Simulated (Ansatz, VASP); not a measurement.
# One calculation of TiO2, two programs

The input INCAR:

```
ALGO = Normal
EDIFF = 1E-7
ENCUT = 520
GGA = PS
ISIF = 2
ISMEAR = -1
LASPH = T
LCHARG = T
LELF = T
LREAL = F
LVHAR = T
LWAVE = F
NBANDS = 33
NELM = 100
PREC = Accurate
SIGMA = 0.05
```

The input KPOINTS:

```
k-points
0
Gamma
  8 8 6
```

File POSCAR:

```
TiO2
1.0
    2.6507933161     -2.6514016391      0.0000000000
    2.6507933161      2.6514016391      0.0000000000
   -2.5797703845      0.0000000000      4.6987189738
Ti O
2 4
Direct
    0.8658900000      0.1341100000      0.7500000000
    0.1341100000      0.8658900000      0.2500000000
    0.0887550000      0.3312210000      0.1671490000
    0.9112450000      0.6687790000      0.8328510000
    0.6687790000      0.9112450000      0.3328510000
    0.3312210000      0.0887550000      0.6671490000
```

File input.yaml:

```yaml
crystal:
  lattice:
    - [2.6507933161, -2.6514016391, 0.0]
    - [2.6507933161, 2.6514016391, 0.0]
    - [-2.5797703845, 0.0, 4.6987189738]
  atoms:
    - { symbol: Ti, position: [0.86589, 0.13411, 0.75] }
    - { symbol: Ti, position: [0.13411, 0.86589, 0.25] }
    - { symbol: O, position: [0.088755, 0.331221, 0.167149] }
    - { symbol: O, position: [0.911245, 0.668779, 0.832851] }
    - { symbol: O, position: [0.668779, 0.911245, 0.332851] }
    - { symbol: O, position: [0.331221, 0.088755, 0.667149] }
kpoints:
  mp_grid: { grid: [8, 8, 6] }
scf:
  occupations: { method: fermi_dirac, width: 0.05 }
hamiltonian:
  xc: pbesol
  pseudopotentials: { kind: all_electron, lapw: { basis_error: 0.002 } }
output:
  forces: true
  stress: true
  eigenvalues: true
```

Change from the starting cell: volume scaled by 0.94.

Alike in both runs: task single point; functional PBEsol; k mesh 8 × 8 × 6; occupations fermi-dirac, width 0.05 eV; no spin polarisation.

|  | VASP | Ansatz |
| --- | --- | --- |
| version | VASP 6.6.1 | Ansatz 0.2.0 |
| potentials or method | VASP PAW PBE potentials, release 64 (Ti_sv, O), cutoff 520 eV | all-electron LAPW, scalar-relativistic |

Ansatz gave:

| Property | Result |
| --- | --- |
| gap on the k mesh at the Fermi level (eV) | 2.16 |
| least direct gap on the mesh (eV) | 2.50 |
| pressure (GPa) | 5.9 |
| traceless stress, the component that is largest in VASP (GPa) | 0.62 |
| rms of the force components (eV/Å) | 0.077 |

Question: Estimate VASP's values.

Answer: gap on the k mesh at the Fermi level (eV): 2.14; least direct gap on the mesh (eV): 2.49; pressure (GPa): 6.6; traceless stress, the component that is largest in VASP (GPa): 0.67; rms of the force components (eV/Å): 0.089.

VASP's potentials were made for PBE, not for PBEsol. Atom by atom the forces differ by 0.013 eV/Å (rms over components). Ansatz ran all-electron here, and VASP with PAW potentials.
